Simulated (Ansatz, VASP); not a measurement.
One calculation of GaN, two programs

```
CELL_PARAMETERS angstrom
3.18281 0.00000 0.00000
-1.59141 2.75640 0.00000
0.00000 0.00000 5.18521
ATOMIC_POSITIONS crystal
Ga 0.66667 0.33333 0.49918
Ga 0.33333 0.66667 0.99918
N 0.66667 0.33333 0.87582
N 0.33333 0.66667 0.37582
```

Alike in both runs: functional PBEsol; k mesh 12 × 12 × 6; occupations gaussian, width 0.02 eV; no spin polarisation.

Ansatz relaxed the structure, and its values are those at the end. VASP's run is a single point on that final structure, the one shown.

|  | VASP | Ansatz |
| --- | --- | --- |
| version | VASP 6.6.1 | Ansatz 0.2.0 |
| potentials or method | VASP PAW PBE potentials, release 64 (Ga_d, N), cutoff 520 eV | scalar-relativistic, plane waves, PAW |
| valence electrons in the cell | 36 | 36 |

```csv
,VASP,Ansatz,Ansatz less VASP
gap on the k mesh at the Fermi level (eV),1.89,1.88,-0.018
least direct gap on the mesh (eV),1.89,1.88,-0.018
pressure (GPa),-0.2,0.0,+0.14
```

VASP's potentials were made for PBE, not for PBEsol.
